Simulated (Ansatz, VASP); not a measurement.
**MoSe in VASP and in Ansatz**

```xyz
2
Lattice="3.5002 0.0000 0.0000 0.0000 3.5002 0.0000 0.0000 0.0000 3.5002" Properties=species:S:1:pos:R:3 pbc="T T T"
Mo    0.0000    0.0000    0.0000
Se    1.7501    1.7501    1.7501
```

Alike in both runs: task relaxation of cell and atoms; functional HF; k mesh 4 × 4 × 4; occupations fermi-dirac, width 0.05 eV; no spin polarisation.

|  | VASP | Ansatz |
| --- | --- | --- |
| version | VASP 6.6.1 | Ansatz 0.2.0 |
| potentials or method | VASP PAW PBE potentials, release 64 (Mo_sv, Se) | Ansatz PAW |
| plane-wave cutoff (eV) | 600 | 420 |
| valence electrons in the cell | 20 | 30 |

```tsv
	VASP	Ansatz	Ansatz less VASP
gap on the k mesh at the Fermi level, each at its own relaxed structure (eV)	7.84	7.58	-0.253
relaxed volume (Å³/atom)	20.69	21.00	+0.314
relaxed cell length with the largest relative difference (Å)	3.459	3.476	+0.0174
```

VASP's potentials were made for PBE, not for HF. VASP's potentials hold 20 valence electrons a cell and Ansatz's 30, so a difference there can come from the potentials and not from the codes.

The k mesh is coarse, so the values compare programs but aren't converged. Noted on Ansatz's run: the plane-wave basis is chosen anew once the cell has moved, so the energies of steps on either side of that aren't comparable.
